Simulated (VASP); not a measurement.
A run of VASP 6.6.1 is set up as follows.

The input INCAR:

```
SYSTEM = BN
ALGO = Normal
EDIFF = 1E-6
EDIFFG = -0.01
ENCUT = 600
GGA = PE
IBRION = 2
ISIF = 3
ISMEAR = 0
LASPH = .True.
LCHARG = .False.
LREAL = .False.
LWAVE = .False.
NELM = 100
NSW = 50
PREC = Accurate
SIGMA = 0.05
```

KPOINTS

```
k-points
0
Gamma
  16 16 4
  0 0 0
```

File POSCAR:

```
BN
1.0
    2.5121807812      0.0000000000      0.0000000000
   -1.2560903906      2.1756123754      0.0000000000
    0.0000000000      0.0000000000      8.3870044136
B N
2 2
Direct
    0.3333333333      0.6666666667      0.2500000000
    0.6666666667      0.3333333333      0.7500000000
    0.3333333333      0.6666666667      0.7500000000
    0.6666666667      0.3333333333      0.2500000000
```

Potentials or basis: VASP PAW PBE potentials, release 64 (B, N).

Run with:

```sh
$ cat potpaw_PBE.64/B/POTCAR potpaw_PBE.64/N/POTCAR > POTCAR
$ mpirun -np 1 vasp_std > vasp.out
```

Problem. Estimate the band gap on the k mesh.

Solution. 4.50 eV (least direct gap 4.72 eV).

Problem. What does it give for the space group after relaxing (to 0.1 Å)?

Solution. P6_3/mmc (No. 194).

Final structure:
```
B N
1.0
     2.51184    0.00000    0.00000
    -1.25592    2.17532    0.00000
     0.00000    0.00000    7.74945
B N
2 2
Cartesian
  0.0000 1.4502 1.9374
  1.2559 0.7251 5.8121
  0.0000 1.4502 5.8121
  1.2559 0.7251 1.9374
```

 A k mesh can miss the band edges.
